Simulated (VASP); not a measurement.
Input of a VASP 6.6.1 run:

File INCAR:

```
SYSTEM = Zn
PREC = Accurate
ENCUT = 520
EDIFF = 1E-6
ISMEAR = 0
SIGMA = 0.15
LREAL = .False.
LASPH = .True.
NELM = 60
ALGO = Fast
ISIF = 2
LWAVE = .False.
LCHARG = .True.
GGA = PE
LELF = .True.
LVHAR = .True.
NBANDS = 19
```

File KPOINTS:

```
regular mesh
0
Gamma
  24 24 12
  0 0 0
```

Contents of POSCAR:

```
Zn
1.0
    2.5814679691      0.0000000000      0.0000000000
   -1.2907339845      2.2356168403      0.0000000000
    0.0000000000      0.0000000000      5.2712145846
Zn
2
Direct
    0.3333333333      0.6666666667      0.2500000000
    0.6666666667      0.3333333333      0.7500000000
```

Potentials or basis: VASP PAW PBE potentials, release 64 (Zn).

Run with:

```sh
$ cat potpaw_PBE.64/Zn/POTCAR > POTCAR
$ mpirun -np 1 vasp_std > vasp.out
```

Problem. Predict the pressure.

Solution. 3.3 GPa.

Problem. Estimate the band gap on the k mesh.

Solution. Zero (bands 12 and 13 overlap by 5.82 eV).

Stress tensor (GPa, compression positive):
```
4.77 0.00 0.00
0.00 4.77 0.00
0.00 0.00 0.31
```

Caveat: the cell stands under pressure.
